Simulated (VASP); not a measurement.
Here is a VASP 6.6.1 calculation.

Contents of INCAR:

```
PREC     = Accurate       # precision mode
ENCUT    = 520            # plane-wave cutoff, eV
EDIFF    = 1E-6           # SCF threshold, eV
ISMEAR   = 0              # smearing method
SIGMA    = 0.1            # smearing width, eV
LREAL    = Auto         
LASPH    = True           # aspherical terms in the spheres
NELM     = 80             # most SCF steps
ALGO     = Fast           # electronic algorithm
ISIF     = 2              # what is computed and relaxed
LWAVE    = False          # write WAVECAR
LCHARG   = False          # write CHGCAR
LDIPOL   = True         
IDIPOL   = 3            
DIPOL    = 0.5 0.5 0.303
GGA      = PE             # functional
IVDW     = 12             # dispersion correction
NBANDS   = 56             # bands
```

KPOINTS

```
regular mesh
0
Gamma
  6 4 1
```

File POSCAR:

```
HC20
1.0
    4.9292027291      0.0000000000      0.0000000000
    0.0000000000      6.8054113579      0.0000000000
    0.0000000000      0.0000000000     22.2346643469
C H
20 1
Direct
    0.3122885183      0.2500141188      0.1798992752
    0.8122885183      0.2500141188      0.1798992752
    0.0622635010      0.2500141188      0.2119095571
    0.5622635010      0.2500141188      0.2119095571
    0.1871989222      0.7499858812      0.2279080302
    0.6871989222      0.7499858812      0.2279080302
    0.4371739048      0.7499858812      0.2599183120
    0.9371739048      0.7499858812      0.2599183120
    0.0621093260      0.2500141188      0.2759167852
    0.5621093260      0.2500141188      0.2759167852
    0.3120409925      0.2500133946      0.3071026518
    0.8120409925      0.2500133946      0.3071026518
    0.4371093881      0.7499905632      0.3309339292
    0.9371093881      0.7499905632      0.3309339292
    0.1866551682      0.7499900467      0.3565506911
    0.6866551682      0.7499900467      0.3565506911
    0.3119519864      0.2500147752      0.3740490919
    0.8119519864      0.2500147752      0.3740490919
    0.0621664184      0.2500173699      0.4018349100
    0.5621664184      0.2500173699      0.4018349100
    0.3954997517      0.4166840366      0.5142719570
```

Potentials or basis: VASP PAW PBE potentials, release 64 (C, H).

Run with:

```console
$ cat potpaw_PBE.64/C/POTCAR potpaw_PBE.64/H/POTCAR > POTCAR
$ mpirun -np 1 vasp_std > vasp.out
```

**Question.** Predict the largest force.

**Answer.** 3.636 eV/Å.

**Question.** Predict the band gap on the k mesh.

**Answer.** Zero (an odd number of electrons rules out a gap without spin polarisation).

**Question.** Predict the dispersion energy per atom.

**Answer.** -0.104 eV.

Forces in eV/Å, atoms in the order of the input:
```
C   -0.130  0.022  2.128
C    0.032 -0.003  2.017
C    0.035 -0.004 -3.263
C    0.050 -0.006 -3.636
C    0.070  0.001  3.201
C    0.062  0.002  3.198
C   -0.064  0.000 -3.188
C   -0.068 -0.001 -3.188
C    0.035 -0.009  1.178
C   -0.023  0.004  1.307
C   -0.059 -0.127  0.433
C    0.031 -0.041  0.267
C    0.007 -0.006  0.037
C    0.004 -0.006  0.021
C   -0.003  0.006 -0.006
C   -0.008  0.004 -0.018
C   -0.134 -0.015 -0.566
C    0.171  0.050 -0.332
C    0.134  0.171  0.384
C   -0.333  0.532  1.070
H    0.192 -0.573 -1.043
```

Caveat: an odd number of electrons without spin polarisation forces a metal; a magnetic or distorted state may lie lower.
